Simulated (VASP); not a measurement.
# TaAs (I4_1md) in VASP: single point with PBE

Aim: the single point of TaAs with PBE.

All numbers are computed with VASP 6.6.1; they aren't measurements. Logs are shortened: lines on timing, memory, paths and dates and some standing lists are left out, and cuts for length are marked.

## Step 1: The cell of the first run

The structure is tetragonal, space group I4_1md (No. 109). Conventional cell: a = 3.463 Å, b = 3.463 Å, c = 11.735 Å, α = 90.00°, β = 90.00°, γ = 90.00°. Within 3.5 Å of Ta (site symmetry 2mm) lie 6 As at 2.62 to 2.63 Å and 8 Ta at 3.41 to 3.46 Å. As (site symmetry 2mm) has 6 Ta at 2.62 to 2.63 Å and 8 As at 3.41 to 3.46 Å within 3.5 Å.

## Step 2: Single point, PBE

INCAR reads:

```
SYSTEM = TaAs
  ALGO = Normal
  EDIFF = 1E-6
  ENCUT = 520
  GGA = PE
  ISIF = 2
  ISMEAR = 0
  ISYM = 0
  LASPH = .TRUE.
  LCHARG = .FALSE.
  LREAL = .FALSE.
  LWAVE = .FALSE.
  NBANDS = 24
  NELM = 60
  PREC = Accurate
  SIGMA = 0.1
```

KPOINTS reads:

```
k-points
0
G
  10 10 6
  0 0 0
```

POSCAR reads:

```
TaAs
1.0
    3.4628971701      0.0000000000      0.0000000000
    0.0000000000      3.4628971701      0.0000000000
    1.7314485850     -1.7314485850      5.8672939481
Ta As
2 2
Direct
    0.4998258004      1.0001741996      1.0003483992
    0.2498258004      0.7501741996      0.5003483992
    0.9175747796      0.5824252204      0.1648504408
    0.6675747796      0.3324252204      0.6648504408
```

Potentials or basis: VASP PAW PBE potentials, release 64 (Ta_pv, As).

The run is started by

```console
cat potpaw_PBE.64/Ta_pv/POTCAR potpaw_PBE.64/As/POTCAR > POTCAR
mpirun -np 1 vasp_std > vasp.out
```

OUTCAR:

```text
SYSTEM = TaAs
   EDIFF = 1E-6
   ENCUT = 520
   GGA = PE
   ISIF = 2
   ISMEAR = 0
   ISYM = 0
   LASPH = .TRUE.
   LREAL = .FALSE.
   NELM = 60
   PREC = Accurate

 ion  position               nearest neighbor table
   1  0.500  0.000  0.000-   4 2.62   4 2.62   3 2.63   3 2.63   3 2.63   3 2.63   2 3.41   2 3.41
                             2 3.41   2 3.41
   2  0.250  0.750  0.500-   3 2.62   3 2.62   4 2.63   4 2.63   4 2.63   4 2.63   1 3.41   1 3.41
                             1 3.41   1 3.41
   3  0.918  0.582  0.165-   2 2.62   2 2.62   1 2.63   1 2.63   1 2.63   1 2.63
   4  0.668  0.332  0.665-   1 2.62   1 2.62   2 2.63   2 2.63   2 2.63   2 2.63

IMPORTANT INFORMATION: All symmetrisations will be switched off!
NOSYMM: (Re-)initialisation of all symmetry stuff for point group C_1.

----------------------------------------------------------------------------------------

                                     Primitive cell

  volume of cell :      70.3586

  direct lattice vectors                    reciprocal lattice vectors
     3.462897170  0.000000000  0.000000000     0.288775540  0.000000000 -0.085218161
     0.000000000  3.462897170  0.000000000     0.000000000  0.288775540  0.085218161
     1.731448585 -1.731448585  5.867293948     0.000000000  0.000000000  0.170436322

  length of vectors
     3.462897170  3.462897170  6.357748554     0.301087109  0.301087109  0.170436322

  position of ions in fractional coordinates (direct lattice)
     0.499825800  0.000174200  0.000348399
     0.249825800  0.750174200  0.500348399
     0.917574780  0.582425220  0.164850441
     0.667574780  0.332425220  0.664850441

  ion indices of the primitive-cell ions
   primitive index   ion index
                 1           1
                 2           2
                 3           3
                 4           4

----------------------------------------------------------------------------------------

 KPOINTS: k-points

Automatic generation of k-mesh.
 Grid dimensions read from file:
 generate k-points for:   10   10    6

 Generating k-lattice:

  Cartesian coordinates                     Fractional coordinates (reciprocal lattice)
     0.028877554  0.000000000 -0.008521816     0.100000000  0.000000000 -0.000000000
     0.000000000  0.028877554  0.008521816     0.000000000  0.100000000  0.000000000
     0.000000000  0.000000000  0.028406054     0.000000000  0.000000000  0.166666667

  Length of vectors
     0.030108711  0.030108711  0.028406054

  Shift w.r.t. Gamma in fractional coordinates (k-lattice)
     0.000000000  0.000000000  0.000000000

 -----------------------------------------------------------------------------
|                                                                             |
|           W    W    AA    RRRRR   N    N  II  N    N   GGGG   !!!           |
|           W    W   A  A   R    R  NN   N  II  NN   N  G    G  !!!           |
|           W    W  A    A  R    R  N N  N  II  N N  N  G       !!!           |
|           W WW W  AAAAAA  RRRRR   N  N N  II  N  N N  G  GGG   !            |
|           WW  WW  A    A  R   R   N   NN  II  N   NN  G    G                |
|           W    W  A    A  R    R  N    N  II  N    N   GGGG   !!!           |
|                                                                             |
|     Your reciprocal lattice and k-lattice belong to different lattice       |
|     classes:                                                                |
|                                                                             |
|        The reciprocal lattice is body-centered tetragonal,                  |
|        whereas your k-lattice is base-centered monoclinic.                  |
|                                                                             |
|     Results are often still useful ...                                      |
|                                                                             |
 -----------------------------------------------------------------------------

 WARNING: IBZKPT: internal override: KBLOWUP is changed to .FALSE.
      ... skipping the blow-up phase ...

 Subroutine IBZKPT returns following result:
 ===========================================

 Found    304 irreducible k-points:

 Following reciprocal coordinates:
            Coordinates               Weight
  0.000000  0.000000  0.000000      1.000000
  0.100000  0.000000 -0.000000      2.000000
  0.200000  0.000000 -0.000000      2.000000
  0.300000  0.000000 -0.000000      2.000000
  0.400000  0.000000 -0.000000      2.000000
  0.500000  0.000000 -0.000000      1.000000
[... 16 lines left out ...]
 -0.400000  0.200000  0.000000      2.000000
 -0.300000  0.200000  0.000000      2.000000
 [... further k-points ...]
   k-points           NKPTS =    304   k-points in BZ     NKDIM =    304   number of bands    NBANDS=     24
   number of dos      NEDOS =    301   number of ions     NIONS =      4
   total plane-waves  NPLWV =  37632
   dimension x,y,z NGX =    28 NGY =   28 NGZ =   48
   dimension x,y,z NGXF=    56 NGYF=   56 NGZF=   96
   ions per type =               2   2
   NGX,Y,Z   is equivalent  to a cutoff of  13.44, 13.44, 12.55 a.u.
   NGXF,Y,Z  is equivalent  to a cutoff of  26.88, 26.88, 25.10 a.u.
 SYSTEM =  TaAs
   PREC   = accura    normal or accurate (medium, high low for compatibility)
   ISTART =      0    job   : 0-new  1-cont  2-samecut
   ICHARG =      2    charge: 1-file 2-atom 10-const
   ISPIN  =      1    spin polarized calculation?
   LNONCOLLINEAR =      F non collinear calculations
   LSORBIT =      F    spin-orbit coupling
   LASPH  =      T    aspherical Exc in radial PAW
   ENCUT  =  520.0 eV  38.22 Ry    6.18 a.u.   6.44  6.44 11.82*2*pi/ulx,y,z
   NELM   =     60;   NELMIN=  2; NELMDL= -5     # of ELM steps
   EDIFF  = 0.1E-05   stopping-criterion for ELM
   LREAL  =      F    real-space projection
   EDIFFG = 0.1E-04   stopping-criterion for IOM
   NSW    =      0    number of steps for IOM
   IBRION =     -1    ionic relax: 0-MD 1-quasi-New 2-CG
   NFREE  =      0    steps in history (QN), initial steepest desc. (CG)
   ISIF   =      2    stress and relaxation
   ISYM   =      0    0-nonsym 1-usesym 2-fastsym
   POTIM  = 0.5000    time-step for ionic-motion
   TEBEG  =    0.0;   TEEND  =   0.0 temperature during run
   PSTRESS=    0.0 pullay stress
   NELECT =      32.0000    total number of electrons
   NUPDOWN=      -1.0000    fix difference up-down
   EMIN   =  10.00;   EMAX   =-10.00  energy-range for DOS
   EFERMI =   0.00;   METHOD = LEGACY
   ISMEAR =     0;   SIGMA  =   0.10  broadening in eV -4-tet -1-fermi 0-gaus
   EFERMI_NEDOS =   21; number of points for ismear=-14 and -15
   IALGO  =     38    algorithm
   IMIX   =      4    mixing-type and parameters
     AMIX     =   0.40;   BMIX     =  1.00
     AMIX_MAG =   1.60;   BMIX_MAG =  1.00
  volume/ion in A,a.u.               =      17.59       118.70
  Fermi-wavevector in a.u.,A,eV,Ry     =   1.258981  2.379129 21.565682  1.585033
  Thomas-Fermi vector in A             =   2.392563
   LORBIT       =      0    0 simple, 1 ext, 2 COOP (PROOUT), +10 PAW based schemes
   GGA     = PE    functional components
   LHFCALC =     F    Hartree Fock is set to
   AEXX    =    0.0000 exact exchange contribution
   IVDW    =     0    specifies the selected vdW correction
   LEPSILON=     F    determine dielectric tensor
   LRPA    =     F    only Hartree local field effects (RPA)
 non-spin polarized calculation
 Gauss-broadening in eV      SIGMA  =   0.10
  energy-cutoff  :      520.00
  volume of cell :       70.36
 maximum number of plane-waves:      1930
 NGX is ok and might be reduce to    28
   NGX = 13   NGY = 13   NGZ = 23

 number of electron      31.9999999 magnetization

 Free energy of the ion-electron system (eV)
  ---------------------------------------------------
  ext. energy  EPLUGINS =         0.00000000
  ---------------------------------------------------
  free energy    TOTEN  =       -35.11333565 eV

  energy without entropy =      -35.11065481  energy(sigma->0) =      -35.11199523

 E-fermi :   6.8606     XC(G=0): -11.8559

 val. band max:        6.8512840746   @ k =   0.0000   0.3000   0.1667
 cond. band min:       6.8620566582   @ k =   0.4000   0.0000   0.5000
 fundamental gap:      0.0107725836
 Fermi energy:         6.8606071520

 k-point     1 :       0.0000    0.0000    0.0000
  band No.  band energies     occupation
      1     -28.1329      2.00000
      2     -28.1024      2.00000
      3     -28.1024      2.00000
      4     -27.9570      2.00000
      5     -27.9570      2.00000
      6     -27.9033      2.00000
[... 16 lines left out ...]
     23      10.8964      0.00000
     24      10.8966      0.00000

 k-point     2 :       0.1000    0.0000   -0.0000
  band No.  band energies     occupation
      1     -28.1320      2.00000
      2     -28.1124      2.00000
      3     -28.1011      2.00000
      4     -27.9709      2.00000
      5     -27.9554      2.00000
      6     -27.9049      2.00000
[... 16 lines left out ...]
     23      10.6203      0.00000
     24      11.3469      0.00000

 k-point     3 :       0.2000    0.0000   -0.0000
  band No.  band energies     occupation
      1     -28.1616      2.00000
      2     -28.1064      2.00000
      3     -28.0976      2.00000
      4     -28.0052      2.00000
      5     -27.9512      2.00000
      6     -27.9111      2.00000
[... 16 lines left out ...]
     23      11.1303      0.00000
     24      12.3038      0.00000
[... 514 lines left out ...]
 k-point    23 :      -0.4000    0.2000    0.0000
  band No.  band energies     occupation
      1     -28.2389      2.00000
      2     -28.1447      2.00000
      3     -28.0848      2.00000
      4     -28.0280      2.00000
      5     -27.9861      2.00000
      6     -27.9426      2.00000
[... 16 lines left out ...]
     23      11.4150      0.00000
     24      12.0800      0.00000

 k-point    24 :      -0.3000    0.2000    0.0000
  band No.  band energies     occupation
      1     -28.2017      2.00000
      2     -28.1492      2.00000
      3     -28.0668      2.00000
      4     -28.0300      2.00000
      5     -27.9902      2.00000
      6     -27.9350      2.00000
[... 16 lines left out ...]
     23      11.4662      0.00000
     24      12.2112      0.00000

 [... further k-points ...]

------------------------ aborting loop because EDIFF is reached ----------------------------------------

  FORCE on cell =-STRESS in cart. coord.  units (eV):
  Direction    XX          YY          ZZ          XY          YZ          ZX
  --------------------------------------------------------------------------------------
  -------------------------------------------------------------------------------------
  Total        0.2054578      0.2054846      0.2009208      0.0000606      0.0027249     -0.0027257
  in kB        4.6786030      4.6792134      4.5752891      0.0013796      0.0620503     -0.0620691
  external PRESSURE =       4.6443685 kB  Pullay stress =       0.0000000 kB

 VOLUME and BASIS-vectors are now :
 -----------------------------------------------------------------------------
  energy-cutoff  :      520.00
  volume of cell :       70.36
      direct lattice vectors                 reciprocal lattice vectors
     3.462897170  0.000000000  0.000000000     0.288775540  0.000000000 -0.085218161
     0.000000000  3.462897170  0.000000000     0.000000000  0.288775540  0.085218161
     1.731448585 -1.731448585  5.867293948     0.000000000  0.000000000  0.170436322

 POSITION                                       TOTAL-FORCE (eV/Angst)
 -----------------------------------------------------------------------------------
      1.73145      0.00000      0.00204        -0.001347     -0.001004      0.005286
      1.73145      1.73145      2.93569         0.001004      0.001347      0.005287
      3.46290      1.73145      0.96723         0.000305     -0.000038     -0.005271
      3.46290      0.00000      3.90087         0.000038     -0.000305     -0.005302
 -----------------------------------------------------------------------------------
    total drift:                               -0.000028      0.000028      0.000017

  FREE ENERGIE OF THE ION-ELECTRON SYSTEM (eV)
  ---------------------------------------------------
  free  energy   TOTEN  =       -35.1133356544 eV

  energy  without entropy=      -35.1106548053  energy(sigma->0) =      -35.11199523
```

It took 11 min on 1 thread of Oxide Virtual Turin-like, shared host; peak memory 0.51 GiB.

Results:

| Property | Result |
| --- | --- |
| Free energy | -35.1133 eV |
| Pressure | 0.5 GPa |
| Largest force | 0.006 eV/Å |
| Band gap on the k mesh | 0.01 eV, indirect (least direct gap 0.02 eV) |

Forces on the atoms (eV/Å):
```
Ta  -0.001 -0.001  0.005
Ta   0.001  0.001  0.005
As   0.000  0.000 -0.005
As   0.000  0.000 -0.005
```

Levels at points of the mesh, in eV from the valence-band top:
```csv
k point,band 14,band 15,band 16,band 17,band 18,band 19
"(0.00, 0.00, 0.00)",-1.88,-1.61,-1.61,0.89,1.56,2.34
"(0.50, 0.00, 0.00)",-2.27,-1.52,-0.23,0.14,1.38,2.24
"(0.00, 0.50, 0.00)",-2.27,-1.52,-0.23,0.14,1.38,2.24
"(0.50, 0.50, 0.00)",-3.14,-1.11,-1.11,2.75,2.75,3.03
"(0.00, 0.00, 0.50)",-2.74,-0.94,-0.94,1.21,1.21,2.29
"(0.50, 0.00, 0.50)",-2.27,-1.52,-0.23,0.14,1.38,2.24
"(0.00, 0.50, 0.50)",-2.27,-1.52,-0.23,0.14,1.38,2.24
"(0.50, 0.50, 0.50)",-3.14,-1.11,-1.11,2.75,2.75,3.03
```

Caveat: spin-orbit coupling is left out, which moves the levels of the heavy elements. A k mesh can miss the band edges.
